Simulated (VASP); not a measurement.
# Si (Fd-3m) in VASP: a series of runs, part 2 of 2

VASP 6.6.1. The steps go on from the part before.

### 3 Single point, PBE

The input, INCAR:

```
SYSTEM = Si
  ALGO = Normal
  EDIFF = 1E-6
  ENCUT = 500
  GGA = PE
  GGA_COMPAT = .FALSE.
  ISIF = 2
  ISMEAR = 0
  LASPH = .TRUE.
  LCHARG = .FALSE.
  LREAL = .FALSE.
  LWAVE = .FALSE.
  NBANDS = 16
  NELM = 120
  PREC = Accurate
  SIGMA = 0.02
```

The input, KPOINTS:

```
k-points
0
G
  8 8 6
  0 0 0
```

The input, POSCAR:

```
Si
1.0
    3.8676348659      0.0000000000      0.0000000000
    0.0000000000      3.8676348659      0.0000000000
    0.0000000000      0.0000000000      5.4696616669
Si
4
Direct
    0.0000000000      0.0000000000      0.0000000000
    0.0000000000      0.5000000000      0.2500000000
    0.5000000000      0.5000000000      0.5000000000
    0.5000000000      1.0000000000      0.7500000000
```

Potentials or basis: VASP PAW PBE potentials, release 64 (Si).

Command:

```sh
$ cat potpaw_PBE.64/Si/POTCAR > POTCAR
$ mpirun -np 1 vasp_std > vasp.out
```

OUTCAR:

```text
SYSTEM = Si
   EDIFF = 1E-6
   ENCUT = 500
   GGA = PE
   ISIF = 2
   ISMEAR = 0
   LASPH = .TRUE.
   LREAL = .FALSE.
   NELM = 120
   PREC = Accurate

 ion  position               nearest neighbor table
   1  0.000  0.000  0.000-   2 2.37   4 2.37   2 2.37   4 2.37
   2  0.000  0.500  0.250-   1 2.37   3 2.37   1 2.37   3 2.37
   3  0.500  0.500  0.500-   2 2.37   4 2.37   4 2.37   2 2.37
   4  0.500  0.000  0.750-   1 2.37   3 2.37   3 2.37   1 2.37

  LATTYP: Found a simple tetragonal cell.
 ALAT       =     3.8676348659
 C/A-ratio  =     1.4142135586

  Lattice vectors:

 A1 = (   3.8676348659,   0.0000000000,   0.0000000000)
 A2 = (   0.0000000000,   3.8676348659,   0.0000000000)
 A3 = (   0.0000000000,   0.0000000000,   5.4696616669)

Analysis of symmetry for initial positions (statically):
=====================================================================
 Subroutine PRICEL returns following result:

  LATTYP: Found a face centered cubic cell.
 ALAT       =     5.4696616743

  Lattice vectors:

 A1 = (  -1.9338174329,  -1.9338174329,  -2.7348308334)
 A2 = (   1.9338174329,  -1.9338174329,  -2.7348308335)
 A3 = (   0.0000000000,  -3.8676348659,   0.0000000000)

   2 primitive cells build up your supercell.

 Routine SETGRP: Setting up the symmetry group for a
 simple tetragonal supercell.

 Subroutine GETGRP returns: Found 16 space group operations
 (whereof  8 operations were pure point group operations)
 out of a pool of 16 trial point group operations.

The static configuration has the point symmetry D_2d.
 The point group associated with its full space group is D_4h.

Analysis of symmetry for dynamics (positions and initial velocities):
=====================================================================
 Subroutine PRICEL returns following result:

  LATTYP: Found a face centered cubic cell.
 ALAT       =     5.4696616743

  Lattice vectors:

 A1 = (  -1.9338174329,  -1.9338174329,  -2.7348308334)
 A2 = (   1.9338174329,  -1.9338174329,  -2.7348308335)
 A3 = (   0.0000000000,  -3.8676348659,   0.0000000000)

   2 primitive cells build up your supercell.

 Routine SETGRP: Setting up the symmetry group for a
 simple tetragonal supercell.

 Subroutine GETGRP returns: Found 16 space group operations
 (whereof  8 operations were pure point group operations)
 out of a pool of 16 trial point group operations.

The dynamic configuration has the point symmetry D_2d.
 The point group associated with its full space group is D_4h.

 Subroutine INISYM returns: Found 16 space group operations
 (whereof  8 operations are pure point group operations),
 and found     2 'primitive' translations

----------------------------------------------------------------------------------------

                                     Primitive cell

  volume of cell :      40.9092

  direct lattice vectors                    reciprocal lattice vectors
[... 35 lines left out ...]
     0.000000000  0.000000000  0.000000000

 Subroutine IBZKPT returns following result:
 ===========================================

 Found     60 irreducible k-points:

 Following reciprocal coordinates:
            Coordinates               Weight
  0.000000  0.000000  0.000000      1.000000
  0.125000  0.000000  0.000000      4.000000
  0.250000  0.000000  0.000000      4.000000
  0.375000  0.000000  0.000000      4.000000
  0.500000  0.000000  0.000000      2.000000
  0.125000  0.125000  0.000000      4.000000
[... 16 lines left out ...]
  0.375000  0.125000  0.166667     16.000000
  0.500000  0.125000  0.166667      8.000000
 [... further k-points ...]
   k-points           NKPTS =     60   k-points in BZ     NKDIM =     60   number of bands    NBANDS=     16
   number of dos      NEDOS =    301   number of ions     NIONS =      4
   total plane-waves  NPLWV =  31360
   dimension x,y,z NGX =    28 NGY =   28 NGZ =   40
   dimension x,y,z NGXF=    56 NGYF=   56 NGZF=   80
   ions per type =               4
   NGX,Y,Z   is equivalent  to a cutoff of  12.04, 12.04, 12.16 a.u.
   NGXF,Y,Z  is equivalent  to a cutoff of  24.07, 24.07, 24.32 a.u.
 SYSTEM =  Si
   PREC   = accura    normal or accurate (medium, high low for compatibility)
   ISTART =      0    job   : 0-new  1-cont  2-samecut
   ICHARG =      2    charge: 1-file 2-atom 10-const
   ISPIN  =      1    spin polarized calculation?
   LNONCOLLINEAR =      F non collinear calculations
   LSORBIT =      F    spin-orbit coupling
   LASPH  =      T    aspherical Exc in radial PAW
   ENCUT  =  500.0 eV  36.75 Ry    6.06 a.u.   7.05  7.05  9.97*2*pi/ulx,y,z
   NELM   =    120;   NELMIN=  2; NELMDL= -5     # of ELM steps
   EDIFF  = 0.1E-05   stopping-criterion for ELM
   LREAL  =      F    real-space projection
   EDIFFG = 0.1E-04   stopping-criterion for IOM
   NSW    =      0    number of steps for IOM
   IBRION =     -1    ionic relax: 0-MD 1-quasi-New 2-CG
   NFREE  =      0    steps in history (QN), initial steepest desc. (CG)
   ISIF   =      2    stress and relaxation
   ISYM   =      2    0-nonsym 1-usesym 2-fastsym
   POTIM  = 0.5000    time-step for ionic-motion
   TEBEG  =    0.0;   TEEND  =   0.0 temperature during run
   PSTRESS=    0.0 pullay stress
   NELECT =      16.0000    total number of electrons
   NUPDOWN=      -1.0000    fix difference up-down
   EMIN   =  10.00;   EMAX   =-10.00  energy-range for DOS
   EFERMI =   0.00;   METHOD = LEGACY
   ISMEAR =     0;   SIGMA  =   0.02  broadening in eV -4-tet -1-fermi 0-gaus
   EFERMI_NEDOS =   21; number of points for ismear=-14 and -15
   IALGO  =     38    algorithm
   IMIX   =      4    mixing-type and parameters
     AMIX     =   0.40;   BMIX     =  1.00
     AMIX_MAG =   1.60;   BMIX_MAG =  1.00
  volume/ion in A,a.u.               =      20.45       138.03
  Fermi-wavevector in a.u.,A,eV,Ry     =   0.950235  1.795684 12.285334  0.902947
  Thomas-Fermi vector in A             =   2.078593
   LORBIT       =      0    0 simple, 1 ext, 2 COOP (PROOUT), +10 PAW based schemes
   GGA     = PE    functional components
   LHFCALC =     F    Hartree Fock is set to
   AEXX    =    0.0000 exact exchange contribution
   IVDW    =     0    specifies the selected vdW correction
   LEPSILON=     F    determine dielectric tensor
   LRPA    =     F    only Hartree local field effects (RPA)
 non-spin polarized calculation
 Gauss-broadening in eV      SIGMA  =   0.02
  energy-cutoff  :      500.00
  volume of cell :       81.82
 maximum number of plane-waves:      2112
   NGX = 15   NGY = 15   NGZ = 19

 number of electron      15.9999996 magnetization

 Free energy of the ion-electron system (eV)
  ---------------------------------------------------
  ext. energy  EPLUGINS =         0.00000000
  ---------------------------------------------------
  free energy    TOTEN  =       -21.69721492 eV

  energy without entropy =      -21.69721492  energy(sigma->0) =      -21.69721492

 E-fermi :   5.7180     XC(G=0):  -9.3254

 val. band max:        5.6111372659   @ k =   0.0000   0.0000   0.0000
 cond. band min:       6.2219932493   @ k =   0.0000   0.0000   0.1667
 fundamental gap:      0.6108559834
 Fermi energy:         5.7180001399

 k-point     1 :       0.0000    0.0000    0.0000
  band No.  band energies     occupation
      1      -6.2001      2.00000
      2      -2.1335      2.00000
      3      -2.1335      2.00000
      4       2.8184      2.00000
      5       2.8184      2.00000
      6       5.6111      2.00000
[... 433 lines left out ...]
      3      -0.3325      2.00000
      4      -0.3325      2.00000
      5       2.5441      2.00000
      6       2.5441      2.00000
[... 8 lines left out ...]
     15      11.1847      0.00000
     16      11.1847      0.00000

 [... further k-points ...]

------------------------ aborting loop because EDIFF is reached ----------------------------------------

  FORCE on cell =-STRESS in cart. coord.  units (eV):
  Direction    XX          YY          ZZ          XY          YZ          ZX
  --------------------------------------------------------------------------------------
  -------------------------------------------------------------------------------------
  Total       -0.0150141     -0.0150141     -0.0411269      0.0000000      0.0000000      0.0000000
  in kB       -0.2940073     -0.2940073     -0.8053508      0.0000000      0.0000000      0.0000000
  external PRESSURE =      -0.4644551 kB  Pullay stress =       0.0000000 kB

 VOLUME and BASIS-vectors are now :
 -----------------------------------------------------------------------------
  energy-cutoff  :      500.00
  volume of cell :       81.82
      direct lattice vectors                 reciprocal lattice vectors
     3.867634866  0.000000000  0.000000000     0.258555948  0.000000000  0.000000000
     0.000000000  3.867634866  0.000000000     0.000000000  0.258555948  0.000000000
     0.000000000  0.000000000  5.469661667     0.000000000  0.000000000  0.182826665

 POSITION                                       TOTAL-FORCE (eV/Angst)
 -----------------------------------------------------------------------------------
      0.00000      0.00000      0.00000         0.000000     -0.000000      0.000000
      0.00000      1.93382      1.36742        -0.000000      0.000000     -0.000000
      1.93382      1.93382      2.73483        -0.000000     -0.000000     -0.000000
      1.93382      0.00000      4.10225         0.000000      0.000000      0.000000
 -----------------------------------------------------------------------------------
    total drift:                               -0.000000      0.000000      0.000000

  FREE ENERGIE OF THE ION-ELECTRON SYSTEM (eV)
  ---------------------------------------------------
  free  energy   TOTEN  =       -21.6972149190 eV

  energy  without entropy=      -21.6972149190  energy(sigma->0) =      -21.69721492
```

stdout:

```text
POSCAR found type information on POSCAR Si
 POSCAR found :  1 types and       4 ions
 scaLAPACK will be used
 LDA part: xc-table for (Slater+PW92), standard interpolation
 POSCAR, INCAR and KPOINTS ok, starting setup
 FFT: planning ... GRIDC
 FFT: planning ... GRID_SOFT
 FFT: planning ... GRID
 WAVECAR not read
 entering main loop
```

Wall time 44 s (1 thread of Intel Xeon Platinum 8259CL at 2.50GHz (Skylake/Cascade Lake), shared host); peak memory 0.2 GiB.

What came out:

| Property | Result |
| --- | --- |
| Free energy | -21.6972 eV |
| Pressure | 0.0 GPa |
| Band gap on the k mesh | 0.61 eV |

Levels at points of the mesh, in eV from the valence-band top:
```tsv
k point	band 6	band 7	band 8	band 9	band 10	band 11
(0.00, 0.00, 0.00)	0.00	0.00	0.00	0.75	0.75	2.56
(0.50, 0.00, 0.00)	-3.67	-1.30	-1.30	2.44	2.44	4.75
(0.50, 0.50, 0.00)	-2.79	-2.79	-2.79	0.75	0.75	0.75
(0.00, 0.00, 0.50)	-1.85	-1.85	-1.85	1.15	1.15	3.14
(0.50, 0.00, 0.50)	-1.18	-1.18	-1.18	1.46	1.46	3.35
(0.50, 0.50, 0.50)	-3.76	-3.76	-3.76	4.27	4.27	4.27
```

A k mesh can miss the band edges. As with any semilocal functional, this PBE gap is likely too small.
